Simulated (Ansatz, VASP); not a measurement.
# Two plane-wave programs on Mg2H2O3

Contents of INCAR:

```
ALGO = Normal
EDIFF = 1E-6
EDIFFG = -0.005
ENCUT = 600
GGA = PS
IBRION = 2
ISIF = 3
ISMEAR = 0
LASPH = True
LCHARG = False
LREAL = False
LWAVE = False
NELM = 80
NSW = 100
PREC = Accurate
SIGMA = 0.02
```

The input KPOINTS:

```
k-points
0
Gamma
  12 12 4
```

The input POSCAR:

```
Mg2H2O3
1.0
    3.0658917310      0.0000000000      0.0000000000
   -1.5329458655      2.6551401243      0.0000000000
    0.0000000000      0.0000000000      7.2849001824
Mg H O
2 2 3
Direct
    0.6666666667      0.3333333333      0.8333400224
    0.3333333333      0.6666666667      0.1666599776
    0.3333333333      0.6666666667      0.5559630435
    0.6666666667      0.3333333333      0.4440369565
    0.3333333333      0.6666666667      0.6891250516
    0.6666666667      0.3333333333      0.3108749484
    0.0000000000      0.0000000000      0.0000000000
```

Input for Ansatz:

```yaml
crystal:
  lattice:
    - [3.065891731, 0.0, 0.0]
    - [-1.5329458655, 2.6551401243, 0.0]
    - [0.0, 0.0, 7.2849001824]
  atoms:
    - { symbol: Mg, position: [0.6666666667, 0.3333333333, 0.8333400224] }
    - { symbol: Mg, position: [0.3333333333, 0.6666666667, 0.1666599776] }
    - { symbol: H, position: [0.3333333333, 0.6666666667, 0.5559630435] }
    - { symbol: H, position: [0.6666666667, 0.3333333333, 0.4440369565] }
    - { symbol: O, position: [0.3333333333, 0.6666666667, 0.6891250516] }
    - { symbol: O, position: [0.6666666667, 0.3333333333, 0.3108749484] }
    - { symbol: O, position: [0.0, 0.0, 0.0] }
basis:
  ecutwfc: 420
kpoints:
  mp_grid: { grid: [12, 12, 4] }
hamiltonian:
  xc: pbesol
scf:
  occupations: { method: gaussian, width: 0.02 }
output:
  forces: true
  stress: true
  eigenvalues: true
  write_density: true
  write_potential: true
  elf: true
  volumetric_format: npy
relax:
  adjacent_minimum: "off"
  f_tol: 0.005
  max_steps: 80
  cell: { stress_tol: 0.05 }
```

Alike in both runs: task relaxation of cell and atoms; functional PBEsol; k mesh 12 × 12 × 4; occupations gaussian, width 0.02 eV; no spin polarisation.

|  | VASP | Ansatz |
| --- | --- | --- |
| version | VASP 6.6.1 | Ansatz 0.2.0 |
| potentials or method | VASP PAW PBE potentials, release 64 (Mg, H, O), cutoff 600 eV | scalar-relativistic, plane waves, PAW |
| valence electrons in the cell | 24 | 40 |

|  | VASP | Ansatz | Ansatz less VASP |
| --- | --- | --- | --- |
| gap on the k mesh at the Fermi level, each at its own relaxed structure (eV) | 3.94 | 3.88 | -0.063 |
| relaxed volume (Å³/atom) | 8.37 | 8.47 | +0.093 |
| relaxed length of the cell vector where the two differ most in proportion (Å) | 7.241 | 7.284 | +0.0438 |

VASP's potentials were made for PBE, not for PBEsol. VASP's potentials hold 24 valence electrons a cell and Ansatz's 40, so a difference there can come from the potentials and not from the codes.
